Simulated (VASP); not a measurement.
# V (Im-3m) in VASP: notebook

The runs below take V through single point, with PBEsol.

All numbers are computed with VASP 6.6.1; they aren't measurements. Logs are shortened: lines on timing, memory, paths and dates and some standing lists are left out, and cuts for length are marked.

## Step 1: The cell of the first run

The structure is cubic, space group Im-3m (No. 229). The conventional cell has a = 3.029 Å, b = 3.029 Å, c = 3.029 Å, α = 90.00°, β = 90.00°, γ = 90.00°. Within 3.5 Å of V (site symmetry m-3m) lie 14 V at 2.62 to 3.03 Å.

## Step 2: Single point, PBEsol, collinear spin, ferromagnetic start

Contents of INCAR:

```
SYSTEM = V
  PREC = Accurate
  ENCUT = 520
  EDIFF = 1E-6
  ISMEAR = -1
  SIGMA = 0.05
  LREAL = .FALSE.
  LASPH = .TRUE.
  NELM = 150
  ALGO = Normal
  ISIF = 2
  LWAVE = .FALSE.
  LCHARG = .TRUE.
  ISPIN = 2
  MAGMOM = 0.5
  LORBIT = 11
  NUPDOWN = 0.5
  LMAXMIX = 4
  GGA = PS
  LELF = .TRUE.
  LVHAR = .TRUE.
  NBANDS = 16
```

Contents of KPOINTS:

```
Automatic mesh
0
G
  10 10 10
  0 0 0
```

Contents of POSCAR:

```
V
1.0
   -1.5143500000      1.5143500000      1.5143500000
    1.5143500000     -1.5143500000      1.5143500000
    1.5143500000      1.5143500000     -1.5143500000
V
1
Direct
    0.0000000000      0.0000000000      0.0000000000
```

Potentials or basis: VASP PAW PBE potentials, release 64 (V_sv).

On the command line:

```console
cat potpaw_PBE.64/V_sv/POTCAR > POTCAR
mpirun -np 1 vasp_std > vasp.out
```

OUTCAR:

```text
SYSTEM = V
   PREC = Accurate
   ENCUT = 520
   EDIFF = 1E-6
   ISMEAR = -1
   LREAL = .FALSE.
   LASPH = .TRUE.
   NELM = 150
   ISIF = 2
   ISPIN = 2
   LORBIT = 11
   NUPDOWN = 0.5
   GGA = PS

 ion  position               nearest neighbor table
   1  0.000  0.000  0.000-

  LATTYP: Found a body centered cubic cell.
 ALAT       =     3.0287000000

  Lattice vectors:

 A1 = (  -1.5143500000,   1.5143500000,   1.5143500000)
 A2 = (   1.5143500000,  -1.5143500000,   1.5143500000)
 A3 = (   1.5143500000,   1.5143500000,  -1.5143500000)

Analysis of symmetry for initial positions (statically):
=====================================================================
 Subroutine PRICEL returns:
 Original cell was already a primitive cell.

 Routine SETGRP: Setting up the symmetry group for a
 body centered cubic supercell.

 Subroutine GETGRP returns: Found 48 space group operations
 (whereof 48 operations were pure point group operations)
 out of a pool of 48 trial point group operations.

The static configuration has the point symmetry O_h .

Analysis of symmetry for dynamics (positions and initial velocities):
=====================================================================
 Subroutine PRICEL returns:
 Original cell was already a primitive cell.

 Routine SETGRP: Setting up the symmetry group for a
 body centered cubic supercell.

 Subroutine GETGRP returns: Found 48 space group operations
 (whereof 48 operations were pure point group operations)
 out of a pool of 48 trial point group operations.

The dynamic configuration has the point symmetry O_h .

Analysis of structural, dynamic, and magnetic symmetry:
=====================================================================
 Subroutine PRICEL returns:
 Original cell was already a primitive cell.

 Routine SETGRP: Setting up the symmetry group for a
 body centered cubic supercell.

 Subroutine GETGRP returns: Found 48 space group operations
 (whereof 48 operations were pure point group operations)
 out of a pool of 48 trial point group operations.

The overall configuration has the point symmetry O_h .

 Subroutine INISYM returns: Found 48 space group operations
 (whereof 48 operations are pure point group operations),
 and found     1 'primitive' translations

[... 91 lines left out ...]
   NELM   =    150;   NELMIN=  2; NELMDL= -5     # of ELM steps
   EDIFF  = 0.1E-05   stopping-criterion for ELM
   LREAL  =      F    real-space projection
[... 7 lines left out ...]
   TEBEG  =    0.0;   TEEND  =   0.0 temperature during run
   PSTRESS=    0.0 pullay stress
   NELECT =      13.0000    total number of electrons
   NUPDOWN=       0.5000    fix difference up-down
   EMIN   =  10.00;   EMAX   =-10.00  energy-range for DOS
   EFERMI =   0.00;   METHOD = LEGACY
   ISMEAR =    -1;   SIGMA  =   0.05  broadening in eV -4-tet -1-fermi 0-gaus
   EFERMI_NEDOS =   21; number of points for ismear=-14 and -15
   IALGO  =     38    algorithm
   IMIX   =      4    mixing-type and parameters
     AMIX     =   0.40;   BMIX     =  1.00
     AMIX_MAG =   1.60;   BMIX_MAG =  1.00
  volume/ion in A,a.u.               =      13.89        93.74
  Fermi-wavevector in a.u.,A,eV,Ry     =   1.601313  3.026044 34.888125  2.564205
  Thomas-Fermi vector in A             =   2.698311
   LORBIT       =     11    0 simple, 1 ext, 2 COOP (PROOUT), +10 PAW based schemes
   GGA     = PS    functional components
   LHFCALC =     F    Hartree Fock is set to
   AEXX    =    0.0000 exact exchange contribution
   IVDW    =     0    specifies the selected vdW correction
   LEPSILON=     F    determine dielectric tensor
   LRPA    =     F    only Hartree local field effects (RPA)
 spin polarized calculation
  energy-cutoff  :      520.00
  volume of cell :       13.89
 maximum number of plane-waves:       386
   NGX =  9   NGY =  9   NGZ =  9

 number of electron      12.9999997 magnetization       0.5000000

 Free energy of the ion-electron system (eV)
  ---------------------------------------------------
  ext. energy  EPLUGINS =         0.00000000
  ---------------------------------------------------
  free energy    TOTEN  =        -9.58202779 eV

  energy without entropy =       -9.56744533  energy(sigma->0) =       -9.57473656

 E-fermi :   9.1541     XC(G=0): -12.8822

 val. band max:        9.3557867421   @ k =   0.1000   0.0000   0.0000
 cond. band min:       9.1612768845   @ k =  -0.3000   0.3000   0.1000
 fundamental gap:     -0.1945098576
 Fermi energy:         9.3584823575

 spin component 1

 k-point     1 :       0.0000    0.0000    0.0000
  band No.  band energies     occupation
      1     -54.4714      1.00000
      2     -27.9208      1.00000
      3     -27.9208      1.00000
      4     -27.9208      1.00000
      5       2.5059      1.00000
      6       9.3979      0.31267
[... 435 lines left out ...]
      5       5.5265      1.00000
      6       8.6691      1.00000
[... 8 lines left out ...]
     15      33.9119      0.00000
     16      35.9970      0.00000

 [... further k-points ...]

 spin component 2

 k-point     1 :       0.0000    0.0000    0.0000
  band No.  band energies     occupation
      1     -54.1030      1.00000
      2     -27.5544      1.00000
      3     -27.5544      1.00000
      4     -27.5544      1.00000
      5       2.8140      1.00000
      6       9.8448      0.00000
[... 435 lines left out ...]
      5       5.8409      1.00000
      6       9.1046      0.72890
[... 8 lines left out ...]
     15      34.2797      0.00000
     16      36.3065      0.00000

 [... further k-points ...]
[... 5 lines left out ...]
  --------------------------------------------------------------------------------------
  -------------------------------------------------------------------------------------
  Total       -0.9689259     -0.9689259     -0.9689259     -0.0000000      0.0000000      0.0000000
  in kB     -111.7538149   -111.7538149   -111.7538149     -0.0000000      0.0000000      0.0000000
  external PRESSURE =    -111.7538149 kB  Pullay stress =       0.0000000 kB

 VOLUME and BASIS-vectors are now :
 -----------------------------------------------------------------------------
  energy-cutoff  :      520.00
  volume of cell :       13.89
      direct lattice vectors                 reciprocal lattice vectors
    -1.514350000  1.514350000  1.514350000     0.000000000  0.330174662  0.330174662
     1.514350000 -1.514350000  1.514350000     0.330174662  0.000000000  0.330174662
     1.514350000  1.514350000 -1.514350000     0.330174662  0.330174662  0.000000000

 POSITION                                       TOTAL-FORCE (eV/Angst)
 -----------------------------------------------------------------------------------
      0.00000      0.00000      0.00000        -0.000000     -0.000000      0.000000
 -----------------------------------------------------------------------------------
    total drift:                                0.000000      0.000000      0.000000

  FREE ENERGIE OF THE ION-ELECTRON SYSTEM (eV)
  ---------------------------------------------------
  free  energy   TOTEN  =        -9.5820277856 eV

  energy  without entropy=       -9.5674453284  energy(sigma->0) =       -9.57473656

 total charge

# of ion       s       p       d       tot
------------------------------------------
    1        2.334   6.211   3.065  11.610

 magnetization (x)

# of ion       s       p       d       tot
------------------------------------------
    1        0.006   0.028   0.381   0.415
```

stdout:

```text
POSCAR found type information on POSCAR V
 POSCAR found :  1 types and       1 ions
 scaLAPACK will be used
 -----------------------------------------------------------------------------
|                                                                             |
|                                                                             |
|     You enforced a specific xc type in the INCAR file but a different       |
|     I HOPE YOU KNOW WHAT YOU ARE DOING!                                     |
|                                                                             |
 -----------------------------------------------------------------------------

 LDA part: xc-table for (Slater+PW92), standard interpolation
 POSCAR, INCAR and KPOINTS ok, starting setup
 FFT: planning ... GRIDC
 FFT: planning ... GRID_SOFT
 FFT: planning ... GRID
 WAVECAR not read
 entering main loop
```

It took 14 s on 1 thread of Intel Xeon Platinum 8488C (Sapphire Rapids), shared host; peak memory 0.13 GiB.

Results:

```yaml
Free_energy: -9.5820 eV
Pressure: -11.2 GPa
Net_moment: 0.50 μB per cell
Site_moments: V +0.41 μB
Valence_electrons_inside_the_program's_atomic_spheres: V 11.61
```

Caveat: the PAW data sets were made with another functional, which shifts forces and pressure a little; the total moment is fixed, so each spin has its own Fermi level.

## Step 3: Single point, PBEsol, collinear spin, ferromagnetic start

Contents of INCAR:

```
PREC = Accurate ; ENCUT = 520
EDIFF = 1E-6 ; ISMEAR = -1
SIGMA = 0.05 ; LREAL = F
LASPH = T ; NELM = 150
ALGO = Normal ; ISIF = 2
LWAVE = F ; LCHARG = F
ISPIN = 2 ; MAGMOM = 1
LORBIT = 11 ; NUPDOWN = 1.0
LMAXMIX = 4 ; GGA = PS
NBANDS = 16
```

Contents of KPOINTS:

```
Automatic mesh
0
Gamma
  10 10 10
```

POSCAR is that of step 2.

Potentials or basis: VASP PAW PBE potentials, release 64 (V_sv).

On the command line:

```console
cat potpaw_PBE.64/V_sv/POTCAR > POTCAR
mpirun -np 1 vasp_std > vasp.out
```

Wall time 13 s (1 thread of Intel Xeon Platinum 8488C (Sapphire Rapids), shared host); peak memory 0.13 GiB.

The run converged. Its results:

```yaml
Free_energy: -9.4609 eV
Pressure: -7.2 GPa
Net_moment: 1.00 μB per cell
Site_moments: V +0.82 μB
Valence_electrons_inside_the_program's_atomic_spheres: V 11.61
```

Caveat: the PAW data sets were made with another functional, which shifts forces and pressure a little; the total moment is fixed, so each spin has its own Fermi level.

(Part 1 of 2 ends here.)
